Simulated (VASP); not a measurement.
A run of VASP 6.6.1:

File INCAR:

```
  PREC = Accurate
  ENCUT = 600
  EDIFF = 1E-7
  ISMEAR = -1
  SIGMA = 0.05
  LREAL = F
  LASPH = T
  NELM = 60
  ALGO = Normal
  ISIF = 3
  LWAVE = F
  LCHARG = F
  GGA = PE
  IBRION = 2
  NSW = 60
  EDIFFG = -0.005
```

Contents of KPOINTS:

```
regular mesh
0
Gamma
  10 10 10
```

The input POSCAR:

```
Sr
1.0
    3.9027199960      0.0000000000      0.0000000000
    0.0000000000      3.9027199960      0.0000000000
    0.0000000000      0.0000000000      3.9027199960
Sr
1
Direct
    0.0000000000      0.0000000000      0.0000000000
```

Potentials or basis: VASP PAW PBE potentials, release 64 (Sr_sv).

Launch:

```bash
$ cat potpaw_PBE.64/Sr_sv/POTCAR > POTCAR
$ mpirun -np 1 vasp_std > vasp.out
```

Hardware: 1 thread of Intel Xeon 6975P-C, on a shared host.

How long does it take, and how much memory?

Wall time 46 s on 1 thread of Intel Xeon 6975P-C, with other jobs on the host, peak memory 0.21 GiB. Counts: scf iterations 33, k points 56, ion steps 3.
